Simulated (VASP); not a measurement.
A run of VASP 6.6.1 is set up as follows.

The input INCAR:

```
PREC = Accurate
ENCUT = 520
EDIFF = 1E-6
ISMEAR = 0
SIGMA = 0.01
LREAL = F
LASPH = T
NELM = 100
ALGO = Normal
ISIF = 2
LWAVE = F
LCHARG = F
GGA = PE
NBANDS = 22
```

The input KPOINTS:

```
regular mesh
0
Gamma
  6 6 6
```

File POSCAR:

```
Na2IBr
1.0
    2.2224525624      1.2831335852      7.2543413308
   -2.2224525624      1.2831335852      7.2543413308
    0.0000000000     -2.5662671704      7.2543413308
Br I Na
1 1 2
Direct
    1.0000000000      0.0000000000      0.0000000000
    0.5000000000      0.5000000000      0.5000000000
    0.2559007394      0.2559007394      0.2559007394
    0.7440992606      0.7440992606      0.7440992606
```

Potentials or basis: VASP PAW PBE potentials, release 64 (Br, I, Na_pv).

Run with:

```bash
$ cat potpaw_PBE.64/Br/POTCAR potpaw_PBE.64/I/POTCAR potpaw_PBE.64/Na_pv/POTCAR > POTCAR
$ mpirun -np 1 vasp_std > vasp.out
```

(1) Predict the pressure.

(2) Estimate the band gap on the k mesh.

## Answers

(1) 0.0 GPa.

(2) 3.27 eV.

Caveat: spin-orbit coupling is left out, which moves the levels of the heavy elements.
